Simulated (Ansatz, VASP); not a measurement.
## One calculation of In, two programs

Contents of INCAR:

```
SYSTEM = In
ALGO = Normal
EDIFF = 1E-7
ENCUT = 520
GGA = CA
ISIF = 2
ISMEAR = -1
LASPH = .TRUE.
LCHARG = .FALSE.
LREAL = .FALSE.
LWAVE = .FALSE.
NBANDS = 12
NELM = 80
PREC = Accurate
SIGMA = 0.1
```

Contents of KPOINTS:

```
k-points
0
G
  4 4 5
  0 0 0
```

File POSCAR:

```
In
1.0
   -1.6019898026      1.6281983263      2.4755659685
    1.6281983263     -1.6019898026      2.4755659685
    1.5260503434      1.5260503434     -2.4583443292
In
1
Direct
    0.0000000000      0.0000000000      0.0000000000
```

Input for Ansatz:

```yaml
crystal:
  lattice:
    - [-1.6019898026, 1.6281983263, 2.4755659685]
    - [1.6281983263, -1.6019898026, 2.4755659685]
    - [1.5260503434, 1.5260503434, -2.4583443292]
  atoms:
    - { symbol: In, position: [0.0, 0.0, 0.0] }
hamiltonian:
  xc: lda
  pseudopotentials:
    kind: paw
    azcp:
      In: "pseudopotentials/In.paw.azcp"
basis:
  ecutwfc: 420
  fft_grid_basis: typed
kpoints:
  mp_grid: { grid: [4, 4, 5], shift: [0, 0, 0] }
magnetization:
  spin_polarized: false
scf:
  occupations: { method: fermi_dirac, width: 0.1 }
  lower_state_search: "off"
output:
  stress: true
  write_density: true
  write_potential: true
  elf: true
  volumetric_format: npy
```

Alike in both runs: task single point; functional LDA; k mesh 4 × 4 × 5; occupations fermi-dirac, width 0.1 eV; no spin polarisation.

```csv
,VASP,Ansatz
version,VASP 6.6.1,Ansatz 0.2.0
potentials or method,"VASP PAW LDA potentials, release 64 (In_d), cutoff 520 eV","plane waves (420 eV) with PAW, scalar-relativistic"
valence electrons in the cell,13,13
```

|  | VASP | Ansatz | Ansatz less VASP |
| --- | --- | --- | --- |
| pressure (GPa) | -0.2 | -0.2 | -0.04 |
| traceless stress, the component that is largest in VASP (GPa) | 2.86 | 2.84 | -0.017 |

Ansatz warns that its potentials were made for another functional, while VASP's fit it. LDA's correlation is that of Perdew and Zunger in VASP and of Perdew and Wang (1992) in Ansatz.

The k mesh is coarse, so the values compare programs but aren't converged.
